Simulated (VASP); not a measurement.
# In (Im-3m) in VASP: notebook

In is run at these levels: PBEsol; tasks: single point.

Program: VASP 6.6.1. These are calculated values, not measurements. Logs are shortened: lines on timing, memory, paths and dates and some standing lists are left out, and cuts for length are marked.

### Step 1. The cell of the first run

The structure is cubic, space group Im-3m (No. 229). Conventional cell: a = 3.765 Å, b = 3.765 Å, c = 3.765 Å, α = 90.00°, β = 90.00°, γ = 90.00°. Within 4.3 Å of In (site symmetry m-3m) lie 14 In at 3.26 to 3.77 Å.

### Step 2. Single point, PBEsol

Contents of INCAR:

```
PREC     = Accurate       # precision mode
ENCUT    = 520            # plane-wave cutoff, eV
EDIFF    = 1E-6           # SCF threshold, eV
ISMEAR   = -1             # smearing method
SIGMA    = 0.1            # smearing width, eV
LREAL    = F              # projectors in reciprocal space
LASPH    = T              # aspherical terms in the spheres
NELM     = 100            # most SCF steps
ALGO     = Normal         # electronic algorithm
ISIF     = 2              # what is computed and relaxed
LWAVE    = F              # write WAVECAR
LCHARG   = F              # write CHGCAR
GGA      = PS             # functional
NBANDS   = 12             # bands
```

Contents of KPOINTS:

```
regular mesh
0
Gamma
  10 10 10
```

Contents of POSCAR:

```
In
1.0
   -1.8825250000      1.8825250000      1.8825250000
    1.8825250000     -1.8825250000      1.8825250000
    1.8825250000      1.8825250000     -1.8825250000
In
1
Direct
    0.0000000000      0.0000000000      0.0000000000
```

Potentials or basis: VASP PAW PBE potentials, release 64 (In_d).

Started as:

```
cat potpaw_PBE.64/In_d/POTCAR > POTCAR
mpirun -np 1 vasp_std > vasp.out
```

OUTCAR:

```text
PREC = Accurate
   ENCUT = 520
   EDIFF = 1E-6
   ISMEAR = -1
   LREAL = F
   LASPH = T
   NELM = 100
   ISIF = 2
   GGA = PS

 ion  position               nearest neighbor table
   1  0.000  0.000  0.000-

  LATTYP: Found a body centered cubic cell.
 ALAT       =     3.7650500000

  Lattice vectors:

 A1 = (  -1.8825250000,   1.8825250000,   1.8825250000)
 A2 = (   1.8825250000,  -1.8825250000,   1.8825250000)
 A3 = (   1.8825250000,   1.8825250000,  -1.8825250000)

Analysis of symmetry for initial positions (statically):
=====================================================================
 Subroutine PRICEL returns:
 Original cell was already a primitive cell.

 Routine SETGRP: Setting up the symmetry group for a
 body centered cubic supercell.

 Subroutine GETGRP returns: Found 48 space group operations
 (whereof 48 operations were pure point group operations)
 out of a pool of 48 trial point group operations.

The static configuration has the point symmetry O_h .

Analysis of symmetry for dynamics (positions and initial velocities):
=====================================================================
 Subroutine PRICEL returns:
 Original cell was already a primitive cell.

 Routine SETGRP: Setting up the symmetry group for a
 body centered cubic supercell.

 Subroutine GETGRP returns: Found 48 space group operations
 (whereof 48 operations were pure point group operations)
 out of a pool of 48 trial point group operations.

The dynamic configuration has the point symmetry O_h .

 Subroutine INISYM returns: Found 48 space group operations
 (whereof 48 operations are pure point group operations),
 and found     1 'primitive' translations

----------------------------------------------------------------------------------------

                                     Primitive cell

  volume of cell :      26.6859

  direct lattice vectors                    reciprocal lattice vectors
    -1.882525000  1.882525000  1.882525000     0.000000000  0.265600722  0.265600722
     1.882525000 -1.882525000  1.882525000     0.265600722  0.000000000  0.265600722
     1.882525000  1.882525000 -1.882525000     0.265600722  0.265600722  0.000000000

  length of vectors
     3.260628947  3.260628947  3.260628947     0.375616144  0.375616144  0.375616144

  position of ions in fractional coordinates (direct lattice)
     0.000000000  0.000000000  0.000000000

  ion indices of the primitive-cell ions
   primitive index   ion index
                 1           1

----------------------------------------------------------------------------------------

 KPOINTS: regular mesh

Automatic generation of k-mesh.
 Grid dimensions read from file:
 generate k-points for:   10   10   10

 Generating k-lattice:

  Cartesian coordinates                     Fractional coordinates (reciprocal lattice)
     0.000000000  0.026560072  0.026560072     0.100000000  0.000000000  0.000000000
     0.026560072  0.000000000  0.026560072     0.000000000  0.100000000  0.000000000
     0.026560072  0.026560072  0.000000000     0.000000000  0.000000000  0.100000000

  Length of vectors
     0.037561614  0.037561614  0.037561614

  Shift w.r.t. Gamma in fractional coordinates (k-lattice)
     0.000000000  0.000000000  0.000000000

 Subroutine IBZKPT returns following result:
 ===========================================

 Found     47 irreducible k-points:

 Following reciprocal coordinates:
            Coordinates               Weight
  0.000000  0.000000  0.000000      1.000000
  0.100000  0.000000  0.000000     12.000000
  0.200000  0.000000  0.000000     12.000000
  0.300000  0.000000  0.000000     12.000000
  0.400000  0.000000  0.000000     12.000000
  0.500000  0.000000  0.000000      6.000000
[... 16 lines left out ...]
  0.300000  0.300000  0.100000      8.000000
 -0.300000  0.300000  0.100000     24.000000
 [... further k-points ...]
   k-points           NKPTS =     47   k-points in BZ     NKDIM =     47   number of bands    NBANDS=     12
   number of dos      NEDOS =    301   number of ions     NIONS =      1
   total plane-waves  NPLWV =  13824
   dimension x,y,z NGX =    24 NGY =   24 NGZ =   24
   dimension x,y,z NGXF=    48 NGYF=   48 NGZF=   48
   ions per type =               1
   NGX,Y,Z   is equivalent  to a cutoff of  12.24, 12.24, 12.24 a.u.
   NGXF,Y,Z  is equivalent  to a cutoff of  24.47, 24.47, 24.47 a.u.
 SYSTEM =  unknown system
   PREC   = accura    normal or accurate (medium, high low for compatibility)
   ISTART =      0    job   : 0-new  1-cont  2-samecut
   ICHARG =      2    charge: 1-file 2-atom 10-const
   ISPIN  =      1    spin polarized calculation?
   LNONCOLLINEAR =      F non collinear calculations
   LSORBIT =      F    spin-orbit coupling
   LASPH  =      T    aspherical Exc in radial PAW
   ENCUT  =  520.0 eV  38.22 Ry    6.18 a.u.   6.06  6.06  6.06*2*pi/ulx,y,z
   NELM   =    100;   NELMIN=  2; NELMDL= -5     # of ELM steps
   EDIFF  = 0.1E-05   stopping-criterion for ELM
   LREAL  =      F    real-space projection
   EDIFFG = 0.1E-04   stopping-criterion for IOM
   NSW    =      0    number of steps for IOM
   IBRION =     -1    ionic relax: 0-MD 1-quasi-New 2-CG
   NFREE  =      0    steps in history (QN), initial steepest desc. (CG)
   ISIF   =      2    stress and relaxation
   ISYM   =      2    0-nonsym 1-usesym 2-fastsym
   POTIM  = 0.5000    time-step for ionic-motion
   TEBEG  =    0.0;   TEEND  =   0.0 temperature during run
   PSTRESS=    0.0 pullay stress
   NELECT =      13.0000    total number of electrons
   NUPDOWN=      -1.0000    fix difference up-down
   EMIN   =  10.00;   EMAX   =-10.00  energy-range for DOS
   EFERMI =   0.00;   METHOD = LEGACY
   ISMEAR =    -1;   SIGMA  =   0.10  broadening in eV -4-tet -1-fermi 0-gaus
   EFERMI_NEDOS =   21; number of points for ismear=-14 and -15
   IALGO  =     38    algorithm
   IMIX   =      4    mixing-type and parameters
     AMIX     =   0.40;   BMIX     =  1.00
     AMIX_MAG =   1.60;   BMIX_MAG =  1.00
  volume/ion in A,a.u.               =      26.69       180.09
  Fermi-wavevector in a.u.,A,eV,Ry     =   1.288136  2.434225 22.576086  1.659295
  Thomas-Fermi vector in A             =   2.420108
   LORBIT       =      0    0 simple, 1 ext, 2 COOP (PROOUT), +10 PAW based schemes
   GGA     = PS    functional components
   LHFCALC =     F    Hartree Fock is set to
   AEXX    =    0.0000 exact exchange contribution
   IVDW    =     0    specifies the selected vdW correction
   LEPSILON=     F    determine dielectric tensor
   LRPA    =     F    only Hartree local field effects (RPA)
 non-spin polarized calculation
  energy-cutoff  :      520.00
  volume of cell :       26.69
 maximum number of plane-waves:       736
   NGX = 13   NGY = 13   NGZ = 13

 number of electron      13.0000005 magnetization

 Free energy of the ion-electron system (eV)
  ---------------------------------------------------
  ext. energy  EPLUGINS =         0.00000000
  ---------------------------------------------------
  free energy    TOTEN  =        -2.98038546 eV

  energy without entropy =       -2.96497562  energy(sigma->0) =       -2.97268054

 E-fermi :   7.0517     XC(G=0): -10.3131

 val. band max:        7.0439692719   @ k =   0.2000   0.2000   0.2000
 cond. band min:       7.0816437291   @ k =  -0.4000   0.4000   0.2000
 fundamental gap:      0.0376744572
 Fermi energy:         7.0517190806

 k-point     1 :       0.0000    0.0000    0.0000
  band No.  band energies     occupation
      1      -7.4352      2.00000
      2      -7.4352      2.00000
      3      -7.4352      2.00000
      4      -7.1680      2.00000
      5      -7.1680      2.00000
      6      -2.2901      2.00000
      7      18.0072      0.00000
      8      18.0072      0.00000
      9      18.0072      0.00000
     10      20.0790      0.00000
     11      20.0790      0.00000
     12      20.0790      0.00000

 k-point     2 :       0.1000    0.0000    0.0000
  band No.  band energies     occupation
      1      -7.4455      2.00000
      2      -7.4260      2.00000
      3      -7.3957      2.00000
      4      -7.1788      2.00000
      5      -7.1684      2.00000
      6      -2.0617      2.00000
      7      15.9388      0.00000
      8      17.0366      0.00000
      9      17.4834      0.00000
     10      19.0253      0.00000
     11      19.3487      0.00000
     12      19.9400      0.00000

 k-point     3 :       0.2000    0.0000    0.0000
  band No.  band energies     occupation
      1      -7.4725      2.00000
      2      -7.4129      2.00000
      3      -7.2905      2.00000
      4      -7.1998      2.00000
      5      -7.1692      2.00000
      6      -1.3681      2.00000
      7      12.4807      0.00000
      8      15.4582      0.00000
      9      16.3302      0.00000
     10      18.1882      0.00000
     11      18.3984      0.00000
     12      20.4790      0.00000

 k-point     4 :       0.3000    0.0000    0.0000
  band No.  band energies     occupation
      1      -7.5057      2.00000
      2      -7.4254      2.00000
      3      -7.2038      2.00000
      4      -7.1699      2.00000
      5      -7.1565      2.00000
      6      -0.1975      2.00000
      7       9.1673      0.00000
      8      14.1198      0.00000
      9      15.2866      0.00000
     10      17.6006      0.00000
     11      17.6980      0.00000
     12      21.6289      0.00000

 k-point     5 :       0.4000    0.0000    0.0000
  band No.  band energies     occupation
      1      -7.5323      2.00000
      2      -7.4566      2.00000
      3      -7.1903      2.00000
      4      -7.1701      2.00000
      5      -7.0449      2.00000
      6       1.4432      2.00000
      7       6.2090      1.99956
      8      13.2488      0.00000
      9      14.6120      0.00000
     10      17.2655      0.00000
     11      17.2808      0.00000
     12      23.1282      0.00000
[... 228 lines left out ...]
      1      -7.4829      2.00000
      2      -7.3749      2.00000
      3      -7.1912      2.00000
      4      -7.1761      2.00000
      5      -7.1412      2.00000
      6       3.4102      2.00000
      7       5.9623      1.99996
      8       8.4541      0.00000
      9      10.8356      0.00000
     10      21.9345      0.00000
     11      23.7170      0.00000
     12      23.9631      0.00000

 k-point    22 :      -0.2000    0.2000    0.1000
  band No.  band energies     occupation
      1      -7.4323      2.00000
      2      -7.3918      2.00000
      3      -7.2975      2.00000
      4      -7.2329      2.00000
      5      -7.1700      2.00000
      6      -1.1376      2.00000
      7      12.6341      0.00000
      8      14.4536      0.00000
      9      15.2160      0.00000
     10      17.4162      0.00000
     11      19.6624      0.00000
     12      20.0075      0.00000

 k-point    23 :       0.3000    0.3000    0.1000
  band No.  band energies     occupation
      1      -7.4741      2.00000
      2      -7.2783      2.00000
      3      -7.2783      2.00000
      4      -7.1641      2.00000
      5      -7.1641      2.00000
      6       4.4654      2.00000
      7       6.3819      1.99754
      8       6.3819      1.99754
      9      10.5796      0.00000
     10      23.4293      0.00000
     11      23.4293      0.00000
     12      23.9782      0.00000

 k-point    24 :      -0.3000    0.3000    0.1000
  band No.  band energies     occupation
      1      -7.4632      2.00000
      2      -7.4008      2.00000
      3      -7.2374      2.00000
      4      -7.1823      2.00000
      5      -7.1623      2.00000
      6       0.0323      2.00000
      7       9.3677      0.00000
      8      13.1967      0.00000
      9      14.3381      0.00000
     10      17.9787      0.00000
     11      18.9230      0.00000
     12      19.7610      0.00000

 [... further k-points ...]

------------------------ aborting loop because EDIFF is reached ----------------------------------------

  FORCE on cell =-STRESS in cart. coord.  units (eV):
  Direction    XX          YY          ZZ          XY          YZ          ZX
  --------------------------------------------------------------------------------------
  -------------------------------------------------------------------------------------
  Total       -0.2261972     -0.2261972     -0.2261972      0.0000000     -0.0000000      0.0000000
  in kB      -13.5804926    -13.5804926    -13.5804926      0.0000000     -0.0000000      0.0000000
  external PRESSURE =     -13.5804926 kB  Pullay stress =       0.0000000 kB

 VOLUME and BASIS-vectors are now :
 -----------------------------------------------------------------------------
  energy-cutoff  :      520.00
  volume of cell :       26.69
      direct lattice vectors                 reciprocal lattice vectors
    -1.882525000  1.882525000  1.882525000     0.000000000  0.265600722  0.265600722
     1.882525000 -1.882525000  1.882525000     0.265600722  0.000000000  0.265600722
     1.882525000  1.882525000 -1.882525000     0.265600722  0.265600722  0.000000000

 POSITION                                       TOTAL-FORCE (eV/Angst)
 -----------------------------------------------------------------------------------
      0.00000      0.00000      0.00000         0.000000     -0.000000      0.000000
 -----------------------------------------------------------------------------------
    total drift:                               -0.000000      0.000000      0.000000

  FREE ENERGIE OF THE ION-ELECTRON SYSTEM (eV)
  ---------------------------------------------------
  free  energy   TOTEN  =        -2.9803854624 eV

  energy  without entropy=       -2.9649756200  energy(sigma->0) =       -2.97268054
```

Wall time 5.5 s (1 thread of Intel Xeon 6975P-C (Granite Rapids), shared host); peak memory 0.14 GiB.

What came out:

```
Free energy : -2.9804 eV
Pressure    : -1.4 GPa
```

Caveat: the PAW data sets were made with another functional, which shifts forces and pressure a little; spin-orbit coupling is left out, which moves the levels of the heavy elements.

### Step 3. Single point, PBEsol

Contents of INCAR:

```
SYSTEM = In
ALGO = Normal
EDIFF = 1E-6
ENCUT = 520
GGA = PS
ISIF = 2
ISMEAR = -1
LASPH = .TRUE.
LCHARG = .FALSE.
LREAL = .FALSE.
LWAVE = .FALSE.
NBANDS = 12
NELM = 80
PREC = Accurate
SIGMA = 0.1
```

Contents of KPOINTS:

```
k-points
0
G
  10 10 10
  0 0 0
```

POSCAR is that of step 2.

Potentials or basis: VASP PAW PBE potentials, release 64 (In_d).

Started as:

```
cat potpaw_PBE.64/In_d/POTCAR > POTCAR
mpirun -np 1 vasp_std > vasp.out
```

Wall time 5.2 s (1 thread of Intel Xeon 6975P-C (Granite Rapids), shared host); peak memory 0.14 GiB.

Results (log left out):

| Quantity | Value |
| --- | --- |
| Free energy | -2.9804 eV |
| Pressure | -1.4 GPa |

Levels at points of the mesh, in eV from the Fermi level:
| k point | band 3 | band 4 | band 5 | band 6 | band 7 | band 8 | band 9 | band 10 |
| --- | --- | --- | --- | --- | --- | --- | --- | --- |
| (0.00, 0.00, 0.00) | -14.49 | -14.22 | -14.22 | -9.34 | 10.96 | 10.96 | 10.96 | 13.03 |
| (0.50, 0.00, 0.00) | -14.23 | -14.22 | -14.05 | -3.86 | -3.04 | 5.90 | 7.33 | 10.09 |
| (0.50, 0.50, 0.50) | -14.09 | -14.09 | -14.09 | 0.95 | 1.33 | 1.33 | 1.33 | 5.33 |

Caveat: the PAW data sets were made with another functional, which shifts forces and pressure a little; spin-orbit coupling is left out, which moves the levels of the heavy elements.
